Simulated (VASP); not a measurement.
YZn, 2 atoms in the cell. It takes space group Pm-3m (No. 221, cubic). The conventional cell has a = 3.634 Å, b = 3.634 Å, c = 3.634 Å, α = 90.00°, β = 90.00°, γ = 90.00°. Y (site symmetry m-3m) has 8 Zn at 3.15 Å and 6 Y at 3.63 Å within 4.1 Å. Zn (site symmetry m-3m) has 8 Y at 3.15 Å and 6 Zn at 3.63 Å within 4.1 Å. 

```yaml
Program: VASP 6.6.1
Task: single point
Functional: r2SCAN
Potentials_or_basis: VASP PAW PBE potentials, release 64 (Y_sv, Zn)
Cutoff: 520 eV
k_mesh: 9 × 9 × 9
Occupations: fermi-dirac, width 0.1 eV
Spin: no spin polarisation
Dipole_correction: no
Further_INCAR_settings: ALGO = Normal; EDIFF = 1e-06; NBANDS = 18
```

Potentials or basis: VASP PAW PBE potentials, release 64 (Y_sv, Zn).

Command:

```sh
$ cat potpaw_PBE.64/Y_sv/POTCAR potpaw_PBE.64/Zn/POTCAR > POTCAR
$ cp INCAR.step1 INCAR
$ mpirun -np 1 vasp_std > vasp.out
$ cp INCAR.step2 INCAR
$ mpirun -np 1 vasp_std > vasp.out
```

Hardware: 1 thread of Intel(R) Xeon(R) Platinum 8559C (Emerald Rapids), with other jobs on the host.

How long does it take, and how much memory?

Run time: 56 s on 1 thread of Intel(R) Xeon(R) Platinum 8559C (Emerald Rapids) (shared host), peak memory 0.2 GiB. Counts: k points 35.
